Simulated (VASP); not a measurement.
# Be3TeSe2 (P-6m2) in VASP: further runs, part 2 of 2

VASP 6.6.1. Earlier steps stand in the parts before.

### 3 Relaxation of cell and atoms, PBE

This run uses another cell than the first one, of 22.97 Å³/atom.

File INCAR:

```
SYSTEM = Be3TeSe2
ALGO     = Normal         ! electronic algorithm
EDIFF    = 1E-7           ! SCF threshold, eV
EDIFFG   = -0.08          ! ionic threshold
ENCUT    = 600            ! plane-wave cutoff, eV
GGA      = PE             ! functional
GGA_COMPAT= .FALSE.      
IBRION   = 2              ! ionic algorithm
ISIF     = 3              ! what is computed and relaxed
ISMEAR   = 0              ! smearing method
LASPH    = .TRUE.         ! aspherical terms in the spheres
LCHARG   = .FALSE.        ! write CHGCAR
LREAL    = .FALSE.        ! projectors in reciprocal space
LWAVE    = .FALSE.        ! write WAVECAR
NELM     = 120            ! most SCF steps
NELMIN   = 4            
NSW      = 36             ! ionic steps
PREC     = Accurate       ! precision mode
SIGMA    = 0.15           ! smearing width, eV
```

File KPOINTS:

```
k-points
0
G
  3 3 2
  0 0 0
```

File POSCAR:

```
Be3TeSe2
1.0
    4.7445698000      0.0000000000      0.0000000000
   -2.3722849000      4.1089179700      0.0000000000
    0.0000000000      0.0000000000      7.0706295200
Be Te Se
3 1 2
Direct
    0.6666666700      0.3333333300      0.6662761000
    0.6666666700      0.3333333300      0.3337239000
    0.0000000000      0.0000000000      0.0000000000
    0.3333333300      0.6666666700      0.0000000000
    0.3333333300      0.6666666700      0.5000000000
    0.6666666700      0.3333333300      0.0000000000
```

Potentials or basis: VASP PAW PBE potentials, release 64 (Be, Te, Se).

Launch:

```sh
$ cat potpaw_PBE.64/Be/POTCAR potpaw_PBE.64/Te/POTCAR potpaw_PBE.64/Se/POTCAR > POTCAR
$ mpirun -np 1 vasp_std > vasp.out
```

OUTCAR:

```text
SYSTEM = Be3TeSe2
   EDIFF = 1E-7
   EDIFFG = -0.08
   ENCUT = 600
   GGA = PE
   IBRION = 2
   ISIF = 3
   ISMEAR = 0
   LASPH = .TRUE.
   LREAL = .FALSE.
   NELM = 120
   NELMIN = 4
   NSW = 36
   PREC = Accurate

 ion  position               nearest neighbor table
   1  0.667  0.333  0.666-   2 2.35   6 2.36
   2  0.667  0.333  0.334-   1 2.35   6 2.36
   3  0.000  0.000  0.000-   4 2.74   4 2.74   4 2.74
   4  0.333  0.667  0.000-   6 2.74   3 2.74   6 2.74   3 2.74   3 2.74   6 2.74
   5  0.333  0.667  0.500-
   6  0.667  0.333  0.000-   1 2.36   2 2.36   4 2.74   4 2.74   4 2.74

  LATTYP: Found a hexagonal cell.
 ALAT       =     4.7445698000
 C/A-ratio  =     1.4902572452

[... 176 lines left out ...]
  Direction    XX          YY          ZZ          XY          YZ          ZX
  --------------------------------------------------------------------------------------
  -------------------------------------------------------------------------------------
  Total        3.6218525      3.6218525     -7.6942637     -0.0000000      0.0000000      0.0000000
  in kB       42.0977562     42.0977561    -89.4324759     -0.0000000      0.0000000      0.0000000
  external PRESSURE =      -1.7456545 kB  Pullay stress =       0.0000000 kB
[... 187 lines left out ...]
--------------------------------------- Ionic step        6  -------------------------------------------

 number of electron      23.9999999 magnetization

 Free energy of the ion-electron system (eV)
  ---------------------------------------------------
  ext. energy  EPLUGINS =         0.00000000
  ---------------------------------------------------
  free energy    TOTEN  =       -16.86327538 eV

  energy without entropy =      -16.80162732  energy(sigma->0) =      -16.83245135

 E-fermi :   3.5314     XC(G=0):  -8.6790

 val. band max:        3.4856356858   @ k =   0.3333  -0.0000   0.5000
 cond. band min:       3.6293422116   @ k =   0.3333   0.3333   0.0000
 fundamental gap:      0.1437065257
 Fermi energy:         3.5313539599

 k-point     1 :       0.0000    0.0000    0.0000
  band No.  band energies     occupation
      1     -11.4373      2.00000
      2      -8.8884      2.00000
      3      -6.3378      2.00000
      4      -3.0426      2.00000
      5      -1.3871      2.00000
      6      -1.3871      2.00000
[... 136 lines left out ...]
  FREE ENERGIE OF THE ION-ELECTRON SYSTEM (eV)
  ---------------------------------------------------
  free  energy   TOTEN  =       -16.8632753823 eV

  energy  without entropy=      -16.8016273173  energy(sigma->0) =      -16.83245135

 reached required accuracy - stopping structural energy minimisation
```

OSZICAR:

```text
N       E                     dE             d eps       ncg     rms          rms(c)
DAV:   1     0.112644347312E+03    0.11264E+03   -0.10235E+04   192   0.137E+03
DAV:   2    -0.381113777515E+01   -0.11646E+03   -0.11496E+03   248   0.198E+02
DAV:   3    -0.154866894413E+02   -0.11676E+02   -0.11578E+02   280   0.682E+01
[... 80 lines left out ...]
DAV:   7    -0.168632783782E+02    0.29220E-04   -0.17770E-04   232   0.632E-02    0.116E-02
DAV:   8    -0.168632745134E+02    0.38648E-05   -0.20329E-05   240   0.273E-02    0.930E-03
DAV:   9    -0.168632750414E+02   -0.52803E-06   -0.18268E-06   248   0.785E-03    0.646E-03
DAV:  10    -0.168632754242E+02   -0.38277E-06   -0.74700E-07   208   0.387E-03    0.112E-03
DAV:  11    -0.168632753823E+02    0.41913E-07   -0.12822E-07   112   0.200E-03
   6 F= -.16863275E+02 E0= -.16832451E+02  d E =-.141919E+01
```

CONTCAR:

```text
Be3TeSe2
   1.00000000000000
     5.0178419561102556    0.0000000000000000    0.0000000000000000
    -2.5089209780551278    4.3455785981585366   -0.0000000000000000
    -0.0000000000000000    0.0000000000000000    6.2054764948359118
  Be              Te              Se
     3     1     2
Direct
     0.6666666699999979    0.3333333300000021    0.6566069681568411
     0.6666666699999979    0.3333333300000021    0.3433930318431590
     0.0000000000000000    1.0000000000000000    0.0000000000000000
     0.3333333300000021    0.6666666699999979    0.0000000000000000
     0.3333333300000021    0.6666666699999979    0.5000000000000000
     0.6666666699999979    0.3333333300000021    1.0000000000000000

  0.00000000E+00  0.00000000E+00  0.00000000E+00
  0.00000000E+00  0.00000000E+00  0.00000000E+00
  0.00000000E+00  0.00000000E+00  0.00000000E+00
  0.00000000E+00  0.00000000E+00  0.00000000E+00
  0.00000000E+00  0.00000000E+00  0.00000000E+00
  0.00000000E+00  0.00000000E+00  0.00000000E+00
```

Run time: 92 s. Hardware: 1 thread of Intel Xeon 6975P-C (Granite Rapids), shared host; peak memory 0.3 GiB.

What came out:

- Free energy: -16.8633 eV
- Relaxed volume: 22.55 Å³/atom
- Relaxed cell: a = 5.018 Å, b = 5.018 Å, c = 6.205 Å, α = 90.00°, β = 90.00°, γ = 120.00°
- Space group after relaxing (to 0.1 Å): P-6m2 (No. 187)
- Pressure after relaxing: 0.0 GPa
- Largest force after relaxing: 0.022 eV/Å
- Band gap on the k mesh: zero (bands 12 and 13 overlap by 1.34 eV)

Forces on the atoms (eV/Å):
```
Be   0.000  0.000 -0.022
Be   0.000  0.000  0.022
Be   0.000  0.000  0.000
Te   0.000  0.000  0.000
Se   0.000  0.000  0.000
Se   0.000  0.000  0.000
```

Stress tensor (GPa, compression positive):
```
 0.14  0.00  0.00
 0.00  0.14  0.00
 0.00  0.00 -0.30
```

Final structure:
```xyz
6
Lattice="5.0178 0.0000 0.0000 -2.5089 4.3456 0.0000 0.0000 0.0000 6.2055" Properties=species:S:1:pos:R:3 pbc="T T T"
Be    2.5089    1.4485    4.0746
Be    2.5089    1.4485    2.1309
Be   -2.5089    4.3456    0.0000
Te    0.0000    2.8971    0.0000
Se    0.0000    2.8971    3.1027
Se    2.5089    1.4485    6.2055
```

Levels at points of the mesh, in eV from the Fermi level:
```csv
k point,band 8,band 9,band 10,band 11,band 12,band 13,band 14,band 15,band 16
"(0.00, 0.00, 0.00)",-2.44,-2.39,-2.39,-1.53,-1.53,-0.46,2.05,2.82,2.82
"(0.00, 0.00, 0.50)",-2.18,-2.08,-2.08,-2.05,-1.95,-1.01,-0.60,1.76,1.76
```

Caveat: the k points lie up to 0.51 Å⁻¹ apart in the final cell, too coarse for converged energies and pressures of a metal; spin-orbit coupling is left out, which moves the levels of the heavy elements.

The gap in the log of VASP goes by the Fermi energy; the results here count the filled bands.